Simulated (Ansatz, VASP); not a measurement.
Two plane-wave programs on CaMg

```
Ca Mg
1.0
     4.48650    0.00000    0.00000
     0.00000    3.44578    0.00000
     0.00000    0.00000    3.96614
Ca Mg
1 1
Direct
  0.00000 0.00000 0.00000
  0.50000 0.50000 0.50000
```

Change from the starting cell: strain +0.1312 x Voigt [1, -1, 0, 0, 0, 0], atoms carried along.

Alike in both runs: task single point; functional LDA; k mesh 12 × 12 × 12; occupations gaussian, width 0.15 eV; no spin polarisation.

|  | VASP | Ansatz |
| --- | --- | --- |
| version | VASP 6.6.1 | Ansatz 0.2.0 |
| potentials or method | VASP PAW LDA potentials, release 64 (Ca_sv, Mg), cutoff 520 eV | scalar-relativistic, plane waves, PAW |
| valence electrons in the cell | 12 | 20 |

VASP gave:

```
gap on the k mesh at the Fermi level (eV)                     : none
pressure (GPa)                                                : -1.7
traceless stress, the component that is largest in VASP (GPa) : 2.51
```

Problem. Which values does Ansatz return?

Solution. gap on the k mesh at the Fermi level (eV): none; pressure (GPa): -1.5; traceless stress, the component that is largest in VASP (GPa): 2.48.

LDA's correlation is that of Perdew and Zunger in VASP and of Perdew and Wang (1992) in Ansatz. A gap of «none» marks a metal or a gap that the smearing closes. VASP's potentials hold 12 valence electrons a cell and Ansatz's 20, so a difference there can come from the potentials and not from the codes.
